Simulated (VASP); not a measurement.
# Pt (Pm-3m) in VASP: further runs

Pt is run at these levels: PBE; tasks: single point, relaxation of cell and atoms.

All numbers are computed with VASP 6.6.1; they aren't measurements. Logs are shortened: lines on timing, memory, paths and dates and some standing lists are left out, and cuts for length are marked.

### 1 The cell of the first run

The structure is cubic, space group Pm-3m (No. 221). Conventional cell: a = 2.610 Å, b = 2.610 Å, c = 2.610 Å, α = 90.00°, β = 90.00°, γ = 90.00°. Within 3.4 Å of Pt (site symmetry m-3m) lie 6 Pt at 2.61 Å.

### 2 Single point, PBE

The input, INCAR:

```
PREC = Accurate
ENCUT = 520
EDIFF = 1E-6
ISMEAR = 1
SIGMA = 0.05
LREAL = F
LASPH = T
NELM = 100
ALGO = Normal
ISIF = 2
LWAVE = F
LCHARG = T
GGA = PE
LELF = T
LVHAR = T
NBANDS = 11
```

The input, KPOINTS:

```
regular mesh
0
Gamma
  16 16 16
```

The input, POSCAR:

```
Pt
1.0
    2.6097691413      0.0000000000      0.0000000000
    0.0000000000      2.6097691413      0.0000000000
    0.0000000000      0.0000000000      2.6097691413
Pt
1
Direct
    0.0000000000      0.0000000000      0.0000000000
```

Potentials or basis: VASP PAW PBE potentials, release 64 (Pt).

Run with:

```console
cat potpaw_PBE.64/Pt/POTCAR > POTCAR
mpirun -np 1 vasp_std > vasp.out
```

OUTCAR:

```text
PREC = Accurate
   ENCUT = 520
   EDIFF = 1E-6
   ISMEAR = 1
   LREAL = F
   LASPH = T
   NELM = 100
   ISIF = 2
   GGA = PE

 ion  position               nearest neighbor table
   1  0.000  0.000  0.000-

  LATTYP: Found a simple cubic cell.
 ALAT       =     2.6097691413

  Lattice vectors:

 A1 = (   2.6097691413,   0.0000000000,   0.0000000000)
 A2 = (   0.0000000000,   2.6097691413,   0.0000000000)
 A3 = (   0.0000000000,   0.0000000000,   2.6097691413)

Analysis of symmetry for initial positions (statically):
=====================================================================
 Subroutine PRICEL returns:
 Original cell was already a primitive cell.

 Routine SETGRP: Setting up the symmetry group for a
 simple cubic supercell.

 Subroutine GETGRP returns: Found 48 space group operations
 (whereof 48 operations were pure point group operations)
 out of a pool of 48 trial point group operations.

The static configuration has the point symmetry O_h .

Analysis of symmetry for dynamics (positions and initial velocities):
=====================================================================
 Subroutine PRICEL returns:
 Original cell was already a primitive cell.

 Routine SETGRP: Setting up the symmetry group for a
 simple cubic supercell.

 Subroutine GETGRP returns: Found 48 space group operations
 (whereof 48 operations were pure point group operations)
 out of a pool of 48 trial point group operations.

The dynamic configuration has the point symmetry O_h .

 Subroutine INISYM returns: Found 48 space group operations
 (whereof 48 operations are pure point group operations),
 and found     1 'primitive' translations

----------------------------------------------------------------------------------------

                                     Primitive cell

  volume of cell :      17.7749

  direct lattice vectors                    reciprocal lattice vectors
     2.609769141  0.000000000  0.000000000     0.383175655  0.000000000  0.000000000
     0.000000000  2.609769141  0.000000000     0.000000000  0.383175655  0.000000000
     0.000000000  0.000000000  2.609769141     0.000000000  0.000000000  0.383175655

  length of vectors
     2.609769141  2.609769141  2.609769141     0.383175655  0.383175655  0.383175655

  position of ions in fractional coordinates (direct lattice)
     0.000000000  0.000000000  0.000000000

  ion indices of the primitive-cell ions
   primitive index   ion index
                 1           1

----------------------------------------------------------------------------------------

 KPOINTS: regular mesh

Automatic generation of k-mesh.
 Grid dimensions read from file:
 generate k-points for:   16   16   16

 Generating k-lattice:

  Cartesian coordinates                     Fractional coordinates (reciprocal lattice)
     0.023948478  0.000000000  0.000000000     0.062500000  0.000000000  0.000000000
     0.000000000  0.023948478  0.000000000     0.000000000  0.062500000  0.000000000
     0.000000000  0.000000000  0.023948478     0.000000000  0.000000000  0.062500000

  Length of vectors
     0.023948478  0.023948478  0.023948478

  Shift w.r.t. Gamma in fractional coordinates (k-lattice)
     0.000000000  0.000000000  0.000000000

 Subroutine IBZKPT returns following result:
 ===========================================

 Found    165 irreducible k-points:

 Following reciprocal coordinates:
            Coordinates               Weight
  0.000000  0.000000  0.000000      1.000000
  0.062500  0.000000  0.000000      6.000000
  0.125000  0.000000  0.000000      6.000000
  0.187500  0.000000  0.000000      6.000000
  0.250000  0.000000  0.000000      6.000000
  0.312500  0.000000  0.000000      6.000000
[... 16 lines left out ...]
  0.437500  0.125000  0.000000     24.000000
  0.500000  0.125000  0.000000     12.000000
 [... further k-points ...]
   k-points           NKPTS =    165   k-points in BZ     NKDIM =    165   number of bands    NBANDS=     11
   number of dos      NEDOS =    301   number of ions     NIONS =      1
   total plane-waves  NPLWV =   8000
   dimension x,y,z NGX =    20 NGY =   20 NGZ =   20
   dimension x,y,z NGXF=    40 NGYF=   40 NGZF=   40
   ions per type =               1
   NGX,Y,Z   is equivalent  to a cutoff of  12.74, 12.74, 12.74 a.u.
   NGXF,Y,Z  is equivalent  to a cutoff of  25.48, 25.48, 25.48 a.u.
 SYSTEM =  unknown system
   PREC   = accura    normal or accurate (medium, high low for compatibility)
   ISTART =      0    job   : 0-new  1-cont  2-samecut
   ICHARG =      2    charge: 1-file 2-atom 10-const
   ISPIN  =      1    spin polarized calculation?
   LNONCOLLINEAR =      F non collinear calculations
   LSORBIT =      F    spin-orbit coupling
   LASPH  =      T    aspherical Exc in radial PAW
   ENCUT  =  520.0 eV  38.22 Ry    6.18 a.u.   4.85  4.85  4.85*2*pi/ulx,y,z
   NELM   =    100;   NELMIN=  2; NELMDL= -5     # of ELM steps
   EDIFF  = 0.1E-05   stopping-criterion for ELM
   LREAL  =      F    real-space projection
   EDIFFG = 0.1E-04   stopping-criterion for IOM
   NSW    =      0    number of steps for IOM
   IBRION =     -1    ionic relax: 0-MD 1-quasi-New 2-CG
   NFREE  =      0    steps in history (QN), initial steepest desc. (CG)
   ISIF   =      2    stress and relaxation
   ISYM   =      2    0-nonsym 1-usesym 2-fastsym
   POTIM  = 0.5000    time-step for ionic-motion
   TEBEG  =    0.0;   TEEND  =   0.0 temperature during run
   PSTRESS=    0.0 pullay stress
   NELECT =      10.0000    total number of electrons
   NUPDOWN=      -1.0000    fix difference up-down
   EMIN   =  10.00;   EMAX   =-10.00  energy-range for DOS
   EFERMI =   0.00;   METHOD = LEGACY
   ISMEAR =     1;   SIGMA  =   0.05  broadening in eV -4-tet -1-fermi 0-gaus
   EFERMI_NEDOS =   21; number of points for ismear=-14 and -15
   IALGO  =     38    algorithm
   IMIX   =      4    mixing-type and parameters
     AMIX     =   0.40;   BMIX     =  1.00
     AMIX_MAG =   1.60;   BMIX_MAG =  1.00
  volume/ion in A,a.u.               =      17.77       119.95
  Fermi-wavevector in a.u.,A,eV,Ry     =   1.351469  2.553906 24.850610  1.826468
  Thomas-Fermi vector in A             =   2.478888
   LORBIT       =      0    0 simple, 1 ext, 2 COOP (PROOUT), +10 PAW based schemes
   GGA     = PE    functional components
   LHFCALC =     F    Hartree Fock is set to
   AEXX    =    0.0000 exact exchange contribution
   IVDW    =     0    specifies the selected vdW correction
   LEPSILON=     F    determine dielectric tensor
   LRPA    =     F    only Hartree local field effects (RPA)
 non-spin polarized calculation
 Methfessel and Paxton  Order N= 1 SIGMA  =   0.05
  energy-cutoff  :      520.00
  volume of cell :       17.77
 maximum number of plane-waves:       500
 NGX is ok and might be reduce to    20
   NGX =  9   NGY =  9   NGZ =  9

 number of electron      10.0000002 magnetization

 Free energy of the ion-electron system (eV)
  ---------------------------------------------------
  ext. energy  EPLUGINS =         0.00000000
  ---------------------------------------------------
  free energy    TOTEN  =        -5.64194306 eV

  energy without entropy =       -5.64167978  energy(sigma->0) =       -5.64185530

 E-fermi :   8.4699     XC(G=0): -12.3682

 val. band max:        8.4557280724   @ k =   0.1250   0.1250   0.0000
 cond. band min:       8.4699457552   @ k =   0.3125   0.2500   0.2500
 fundamental gap:      0.0142176828
 Fermi energy:         8.4699389450

 k-point     1 :       0.0000    0.0000    0.0000
  band No.  band energies     occupation
      1      -0.0746      2.00000
      2       2.6879      2.00000
      3       2.6880      2.00000
      4       8.7459     -0.00000
      5       8.7459     -0.00000
      6       8.7459     -0.00000
      7      23.7153      0.00000
      8      23.7153      0.00000
      9      23.7153      0.00000
     10      29.4975      0.00000
     11      32.2124      0.00000

 k-point     2 :       0.0625    0.0000    0.0000
  band No.  band energies     occupation
      1       0.0378      2.00000
      2       2.7088      2.00000
      3       2.7879      2.00000
      4       8.6434     -0.00001
      5       8.6434     -0.00001
      6       8.7539     -0.00000
      7      22.9180      0.00000
      8      23.9160      0.00000
      9      23.9160      0.00000
     10      30.0167      0.00000
     11      31.4806      0.00000

 k-point     3 :       0.1250    0.0000    0.0000
  band No.  band energies     occupation
      1       0.3531      2.00000
      2       2.7688      2.00000
      3       3.0966      2.00000
      4       8.3628      2.00980
      5       8.3628      2.00980
      6       8.7766     -0.00000
      7      21.2510      0.00000
      8      24.4846      0.00000
      9      24.4846      0.00000
     10      30.0965      0.00000
     11      30.5799      0.00000

 k-point     4 :       0.1875    0.0000    0.0000
  band No.  band energies     occupation
      1       0.8086      2.00000
      2       2.8601      2.00000
      3       3.6356      2.00000
      4       7.9702      2.00000
      5       7.9702      2.00000
      6       8.8108     -0.00000
      7      19.4075      0.00000
      8      25.3359      0.00000
      9      25.3359      0.00000
     10      28.6829      0.00000
     11      30.7020      0.00000
[... 239 lines left out ...]
 k-point    22 :       0.3750    0.1250    0.0000
  band No.  band energies     occupation
      1       2.5812      2.00000
      2       3.5791      2.00000
      3       5.4835      2.00000
      4       6.8831      2.00000
      5       7.6502      2.00000
      6       8.5830     -0.00631
      7      14.9323      0.00000
      8      24.8894      0.00000
      9      26.5376      0.00000
     10      29.4162      0.00000
     11      29.9937      0.00000

 k-point    23 :       0.4375    0.1250    0.0000
  band No.  band energies     occupation
      1       2.8314      2.00000
      2       3.6882      2.00000
      3       5.3788      2.00000
      4       6.6836      2.00000
      5       8.6102     -0.00053
      6       8.6656     -0.00000
      7      13.6116      0.00000
      8      25.1746      0.00000
      9      26.6429      0.00000
     10      28.5362      0.00000
     11      30.3102      0.00000

 k-point    24 :       0.5000    0.1250    0.0000
  band No.  band energies     occupation
      1       2.9189      2.00000
      2       3.7345      2.00000
      3       5.3111      2.00000
      4       6.6151      2.00000
      5       8.6198     -0.00019
      6       9.2190     -0.00000
      7      12.9914      0.00000
      8      25.1781      0.00000
      9      27.2308      0.00000
     10      27.5640      0.00000
     11      30.6905      0.00000

 [... further k-points ...]
[... 5 lines left out ...]
  --------------------------------------------------------------------------------------
  -------------------------------------------------------------------------------------
  Total        0.2867216      0.2867216      0.2867216      0.0000000     -0.0000000      0.0000000
  in kB       25.8442995     25.8442995     25.8442995      0.0000000     -0.0000000      0.0000000
  external PRESSURE =      25.8442995 kB  Pullay stress =       0.0000000 kB

 VOLUME and BASIS-vectors are now :
 -----------------------------------------------------------------------------
  energy-cutoff  :      520.00
  volume of cell :       17.77
      direct lattice vectors                 reciprocal lattice vectors
     2.609769141  0.000000000  0.000000000     0.383175655  0.000000000  0.000000000
     0.000000000  2.609769141  0.000000000     0.000000000  0.383175655  0.000000000
     0.000000000  0.000000000  2.609769141     0.000000000  0.000000000  0.383175655

 POSITION                                       TOTAL-FORCE (eV/Angst)
 -----------------------------------------------------------------------------------
      0.00000      0.00000      0.00000         0.000000      0.000000      0.000000
 -----------------------------------------------------------------------------------
    total drift:                               -0.000000      0.000000     -0.000000

  FREE ENERGIE OF THE ION-ELECTRON SYSTEM (eV)
  ---------------------------------------------------
  free  energy   TOTEN  =        -5.6419430635 eV

  energy  without entropy=       -5.6416797760  energy(sigma->0) =       -5.64185530
```

It took 39 s on 1 thread of AMD EPYC 7R13, shared host; peak memory 0.12 GiB.

Results:

```
Free energy            : -5.6419 eV
Pressure               : 2.6 GPa
Band gap on the k mesh : zero (band 5 reaches 10.54 eV, above the bottom of band 6 at 7.36 eV)
```

Caveat: spin-orbit coupling is left out, which moves the levels of the heavy elements.

### 3 Relaxation of cell and atoms, PBE

This run uses another cell than the first one, of 18.05 Å³/atom, 1.016 times its volume.

The input, INCAR:

```
  PREC = Accurate
  ENCUT = 600
  EDIFF = 1E-7
  ISMEAR = 1
  SIGMA = 0.05
  LREAL = False
  LASPH = True
  NELM = 100
  ALGO = Normal
  ISIF = 3
  LWAVE = False
  LCHARG = False
  GGA = PE
  IBRION = 2
  NSW = 80
  EDIFFG = -0.01
```

The input, KPOINTS:

```
Automatic mesh
0
Gamma
  15 15 15
```

The input, POSCAR:

```
Pt
1.0
    2.6231864082      0.0000000000      0.0000000000
    0.0000000000      2.6231864082      0.0000000000
    0.0000000000      0.0000000000      2.6231864082
Pt
1
Direct
    0.0000000000      0.0000000000      0.0000000000
```

Potentials or basis: VASP PAW PBE potentials, release 64 (Pt).

Run with:

```console
cat potpaw_PBE.64/Pt/POTCAR > POTCAR
mpirun -np 1 vasp_std > vasp.out
```

It took 62 s on 1 thread of AMD EPYC 7R13, shared host; peak memory 0.13 GiB.

It converged, with:

| Property | Result |
| --- | --- |
| Free energy | -5.6510 eV |
| Relaxed volume | 18.01 Å³/atom |
| Relaxed cell | a = 2.621 Å, b = 2.621 Å, c = 2.621 Å, α = 90.00°, β = 90.00°, γ = 90.00° |
| Space group after relaxing (to 0.05 Å) | Pm-3m (No. 221) |
| Energy gained by relaxing | 0.1 meV/atom |
| Ionic steps | 3 |
| Pressure after relaxing | 0.0 GPa |
| Band gap on the k mesh | zero (band 5 reaches 10.10 eV, above the bottom of band 6 at 7.12 eV) |

Final structure:
```
Pt
1.0
     2.62126    0.00000    0.00000
     0.00000    2.62126    0.00000
     0.00000    0.00000    2.62126
Pt
1
Direct
  0.00000 0.00000 0.00000
```

Levels at points of the mesh, in eV from the Fermi level:
```
           k point  band 1  band 2  band 3  band 4  band 5  band 6  band 7  band 8  band 9
(0.00, 0.00, 0.00)   -8.36   -5.60   -5.60    0.32    0.32    0.32   15.24   15.24   15.24
```

Caveat: spin-orbit coupling is left out, which moves the levels of the heavy elements.

### 4 Relaxation of cell and atoms, PBE

This run uses another cell than the first one, of 16.58 Å³/atom, 0.933 times its volume.

The input, INCAR:

```
  ALGO = Normal
  EDIFF = 1E-7
  EDIFFG = -0.01
  ENCUT = 600
  GGA = PE
  IBRION = 2
  ISIF = 3
  ISMEAR = 1
  LASPH = True
  LCHARG = False
  LREAL = False
  LWAVE = False
  NELM = 60
  NSW = 80
  PREC = Accurate
  SIGMA = 0.05
```

The input, KPOINTS:

```
k-points
0
Gamma
  16 16 16
```

The input, POSCAR:

```
Pt
1.0
    2.5500000000      0.0000000000      0.0000000000
    0.0000000000      2.5500000000      0.0000000000
    0.0000000000      0.0000000000      2.5500000000
Pt
1
Direct
    0.0000000000      0.0000000000      0.0000000000
```

Run with:

```console
cat potpaw_PBE.64/Pt/POTCAR > POTCAR
mpirun -np 1 vasp_std > vasp.out
```

Run time: 34 s. Hardware: 1 thread of Intel Xeon 6975P-C (Granite Rapids), shared host; peak memory 0.15 GiB.

It converged, with:

```
Free energy                            : -5.6434 eV
Relaxed volume                         : 18.01 Å³/atom
Relaxed cell                           : a = 2.621 Å, b = 2.621 Å, c = 2.621 Å, α = 90.00°, β = 90.00°, γ = 90.00°
Space group after relaxing (to 0.05 Å) : Pm-3m (No. 221)
Energy gained by relaxing              : 80.7 meV/atom
Ionic steps                            : 5
Pressure after relaxing                : 0.1 GPa
Band gap on the k mesh                 : zero (band 5 reaches 10.28 eV, above the bottom of band 6 at 7.17 eV)
```

The path:
| step | energy change (eV) | largest force (eV/Å) | pressure (GPa) | volume (Å³) |
| --- | --- | --- | --- | --- |
| 1 | 0.0000 | 0.0000 | 19.73 | 16.58 |
| 2 | 0.2479 | 0.0000 | -21.30 | 21.98 |
| 3 | -0.0802 | 0.0000 | -1.24 | 18.14 |
| 4 | -0.0807 | 0.0000 | -0.22 | 18.04 |
| 5 | -0.0807 | 0.0000 | 0.08 | 18.01 |

Final structure:
```
Pt
1.0
     2.62101    0.00000    0.00000
     0.00000    2.62101    0.00000
     0.00000    0.00000    2.62101
Pt
1
Direct
  0.00000 0.00000 0.00000
```

Levels at points of the mesh, in eV from the Fermi level:
| k point | band 3 | band 4 | band 5 | band 6 | band 7 | band 8 |
| --- | --- | --- | --- | --- | --- | --- |
| (0.00, 0.00, 0.00) | -5.67 | 0.27 | 0.27 | 0.27 | 15.18 | 15.18 |
| (0.50, 0.00, 0.00) | -1.87 | -1.87 | -0.50 | 0.47 | 4.41 | 16.49 |
| (0.50, 0.50, 0.00) | -1.48 | -1.48 | 1.88 | 4.46 | 4.46 | 9.47 |
| (0.50, 0.50, 0.50) | -4.83 | 2.02 | 2.02 | 9.98 | 9.98 | 9.98 |

Caveat: spin-orbit coupling is left out, which moves the levels of the heavy elements.

### 5 Summary

| task | cell | k mesh | cutoff (eV) | gap on the mesh (eV) | pressure (GPa) | relaxed volume (Å³/atom) |
| --- | --- | --- | --- | --- | --- | --- |
| single point | a = 2.610 Å, 1 atom | 16 × 16 × 16 | 520 | none | 2.6 | - |
| relaxation of cell and atoms | relaxed from a = 2.623 Å, 1 atom | 15 × 15 × 15 | 600 | none | 0.0 | 18.01 |
| relaxation of cell and atoms | relaxed from a = 2.550 Å, 1 atom | 16 × 16 × 16 | 600 | none | 0.1 | 18.01 |

Alike in all rows: level PBE; potentials or basis VASP PAW PBE potentials, release 64 (Pt); no spin polarisation; smearing methfessel-paxton 0.05 eV.

Caveats: spin-orbit coupling is left out, which moves the levels of the heavy elements.

Absolute energies hang on the potentials; compare differences alone.
